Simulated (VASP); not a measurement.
Set up this calculation in VASP 6.6.1, as the native input.

```yaml
Task: single point
Functional: PBEsol
Potentials_or_basis: VASP PAW PBE potentials, release 64 (Sn_d, O)
Cutoff: 520 eV
k_mesh: 12 × 12 × 10
Occupations: gaussian, width 0.15 eV
Spin: no spin polarisation
Dipole_correction: no
Further_INCAR_settings: ALGO = Fast; EDIFF = 1e-06; NBANDS = 28
```

The structure of SnO lies in POSCAR:

```
SnO
1.0
    3.5168500000      0.0000000000      0.0000000000
    0.0000000000      4.0871500000      0.0000000000
    0.0000000000      0.0000000000      4.8360000000
Sn O
2 2
Direct
    0.0000000000      0.5000000000      0.2385000000
    0.5000000000      0.0000000000      0.7615000000
    0.0000000000      0.0000000000      0.0000000000
    0.5000000000      0.5000000000      0.0000000000
```

This cell differs from its parent crystal: strain -0.0750 x Voigt [1, -1, 0, 0, 0, 0].

These files were run (other wordings do the same):

INCAR

```
SYSTEM = SnO
ALGO     = Fast           ! electronic algorithm
EDIFF    = 1E-6           ! SCF threshold, eV
ENCUT    = 520            ! plane-wave cutoff, eV
GGA      = PS             ! functional
ISIF     = 2              ! what is computed and relaxed
ISMEAR   = 0              ! smearing method
LASPH    = .TRUE.         ! aspherical terms in the spheres
LCHARG   = .FALSE.        ! write CHGCAR
LREAL    = .FALSE.        ! projectors in reciprocal space
LWAVE    = .FALSE.        ! write WAVECAR
NBANDS   = 28             ! bands
NELM     = 80             ! most SCF steps
PREC     = Accurate       ! precision mode
SIGMA    = 0.15           ! smearing width, eV
```

KPOINTS

```
k-points
0
G
  12 12 10
  0 0 0
```

Potentials or basis: VASP PAW PBE potentials, release 64 (Sn_d, O).

Run with:

```console
$ cat potpaw_PBE.64/Sn_d/POTCAR potpaw_PBE.64/O/POTCAR > POTCAR
$ mpirun -np 1 vasp_std > vasp.out
```

Results of the run:

- Pressure: 2.8 GPa
- Largest force: 1.096 eV/Å
- Band gap on the k mesh: zero (bands 20 and 21 overlap by 0.09 eV)

Caveat: the cell differs from its parent crystal (strain -0.0750 x Voigt [1, -1, 0, 0, 0, 0]); the stress differs along the axes, from -3 to 9 GPa; semilocal functionals underestimate gaps, and a narrow one can read as zero; the PAW data sets were made with another functional, which shifts forces and pressure a little; spin-orbit coupling is left out, which moves the levels of the heavy elements.

Run time: 10 min on 1 thread of Oxide Virtual Turin-like Processor, on a shared host, peak memory 0.49 GiB.
